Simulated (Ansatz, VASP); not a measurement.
**One calculation of Pb, two programs**

The input INCAR:

```
PREC = Accurate
ENCUT = 520
EDIFF = 1E-6
ISMEAR = 0
SIGMA = 0.05
LREAL = F
LASPH = T
NELM = 100
ALGO = Normal
ISIF = 2
LWAVE = F
LCHARG = T
GGA = PE
LELF = T
LVHAR = T
NBANDS = 13
```

The input KPOINTS:

```
Automatic mesh
0
Gamma
  8 8 8
```

File POSCAR:

```
Pb
1.0
    0.0000000000      2.5212142557      2.5212142557
    2.5212142557      0.0000000000      2.5212142557
    2.5212142557      2.5212142557      0.0000000000
Pb
1
Direct
    0.0000000000      0.0000000000      0.0000000000
```

Input for Ansatz:

```yaml
crystal:
  lattice:
    - [0.0, 2.5212142557, 2.5212142557]
    - [2.5212142557, 0.0, 2.5212142557]
    - [2.5212142557, 2.5212142557, 0.0]
  atoms:
    - { symbol: Pb, position: [0.0, 0.0, 0.0] }
basis:
  ecutwfc: 420
  ecutrho_ratio: 4
kpoints:
  mp_grid: { grid: [8, 8, 8] }
hamiltonian:
  xc: pbe
scf:
  occupations: { method: gaussian, width: 0.05 }
output:
  forces: true
  stress: true
  eigenvalues: true
```

Alike in both runs: task single point; functional PBE; k mesh 8 × 8 × 8; occupations gaussian, width 0.05 eV; no spin polarisation.

|  | VASP | Ansatz |
| --- | --- | --- |
| version | VASP 6.6.1 | Ansatz 0.2.0 |
| potentials or method | VASP PAW PBE potentials, release 64 (Pb_d), cutoff 520 eV | scalar-relativistic, plane waves, PAW |
| valence electrons in the cell | 14 | 14 |

VASP gave:

```
gap on the k mesh at the Fermi level (eV) : none
pressure (GPa)                            : -0.1
```

**Question.** What did Ansatz give for the same quantities?

**Answer.** gap on the k mesh at the Fermi level (eV): none; pressure (GPa): 0.0.

A gap of «none» marks a metal or a gap that the smearing closes. With one functional, cell and mesh, what is left measures potentials, basis and numerics.

Spin-orbit coupling is off throughout.
